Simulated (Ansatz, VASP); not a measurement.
# AlNi: VASP beside Ansatz

```xyz
2
Lattice="2.0213 -2.0213 0.0000 2.0213 2.0213 0.0000 0.0000 0.0000 2.8694" Properties=species:S:1:pos:R:3 pbc="T T T"
Al    0.0000    0.0000    0.1125
Ni    2.0213    0.0000    1.4347
```

Change from the starting cell: all Al atoms moved +0.113 Å, as atom 1 along Cartesian [0 0 1].

Alike in both runs: task single point; functional PBEsol; k mesh 20 × 20 × 20; occupations gaussian, width 0.15 eV; no spin polarisation.

|  | VASP | Ansatz |
| --- | --- | --- |
| version | VASP 6.6.1 | Ansatz 0.2.0 |
| potentials or method | VASP PAW PBE potentials, release 64 (Al, Ni), cutoff 520 eV | scalar-relativistic, plane waves, PAW |
| valence electrons in the cell | 13 | 21 |

|  | VASP | Ansatz | Ansatz less VASP |
| --- | --- | --- | --- |
| gap on the k mesh at the Fermi level (eV) | none | none | - |
| pressure (GPa) | 1.1 | 0.9 | -0.16 |
| traceless stress, the component that is largest in VASP (GPa) | -0.66 | -0.65 | +0.012 |
| rms of the force components (eV/Å) | 0.407 | 0.404 | -0.0026 |

VASP's potentials were made for PBE, not for PBEsol. Atom by atom the forces differ by 0.003 eV/Å (rms over components). A gap of «none» marks a metal or a gap that the smearing closes. VASP's potentials hold 13 valence electrons a cell and Ansatz's 21, so a difference there can come from the potentials and not from the codes. Ansatz's warnings: near symmetry operations not taken.
